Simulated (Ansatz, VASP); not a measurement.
# Sn4Se: VASP beside Ansatz

```
Sn Se
1.0
    -3.25095    3.25095    3.25095
     3.25095   -3.25095    3.25095
     3.25095    3.25095   -3.25095
Sn Se
4 1
Direct
  0.00000 0.00000 0.50000
  0.00000 0.50000 0.00000
  0.50000 0.00000 0.00000
  0.50000 0.50000 0.50000
  0.00000 0.00000 0.00000
```

Change from the starting cell: species swapped into the MnGa4 type (Im-3m, No. 229).

Alike in both runs: task single point; functional PBE; k mesh 4 × 4 × 4; occupations gaussian, width 0.1 eV; no spin polarisation.

|  | VASP | Ansatz |
| --- | --- | --- |
| version | VASP 6.6.1 | Ansatz 0.2.0 |
| potentials or method | VASP PAW PBE potentials, release 64 (Sn_d, Se), cutoff 520 eV | scalar-relativistic, plane waves, PAW |
| valence electrons in the cell | 62 | 72 |

```csv
,VASP,Ansatz,Ansatz less VASP
gap on the k mesh at the Fermi level (eV),none,none,-
pressure (GPa),7.8,7.8,+0.02
```

A gap of «none» marks a metal or a gap that the smearing closes. With one functional, cell and mesh, what is left measures potentials, basis and numerics. VASP's potentials hold 62 valence electrons a cell and Ansatz's 72, so a difference there can come from the potentials and not from the codes.
